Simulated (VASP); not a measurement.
AlCo (NiAs type), 4 atoms in the cell. It takes space group P6_3/mmc (No. 194, hexagonal). Conventional cell: a = 2.526 Å, b = 2.526 Å, c = 7.220 Å, α = 90.00°, β = 90.00°, γ = 120.00°. Within 3.1 Å of Co (site symmetry -3m) lie 6 Al at 2.32 Å and 6 Co at 2.53 Å. Al (site symmetry -6m2) has 6 Co at 2.32 Å and 6 Al at 2.53 Å within 3.1 Å. 

| Item | Value |
| --- | --- |
| Program | VASP 6.6.1 |
| Task | single point |
| Functional | PBE |
| Potentials or basis | VASP PAW PBE potentials, release 64 (Co, Al) |
| Cutoff | 520 eV |
| k mesh | 11 × 11 × 7 |
| Occupations | fermi-dirac, width 0.08 eV |
| Spin | no spin polarisation |
| Dipole correction | no |
| Further INCAR settings | ALGO = Normal; EDIFF = 1e-06; NBANDS = 20 |

Potentials or basis: VASP PAW PBE potentials, release 64 (Co, Al).

Command:

```sh
$ cat potpaw_PBE.64/Co/POTCAR potpaw_PBE.64/Al/POTCAR > POTCAR
$ mpirun -np 1 vasp_std > vasp.out
```

Hardware: 1 thread of Intel Xeon 8259CL (shared host).

Estimate the wall time of this run.

Run time: 73 s on 1 thread of Intel Xeon 8259CL (shared host), peak memory 0.19 GiB. Counts: scf iterations 13, k points 64.
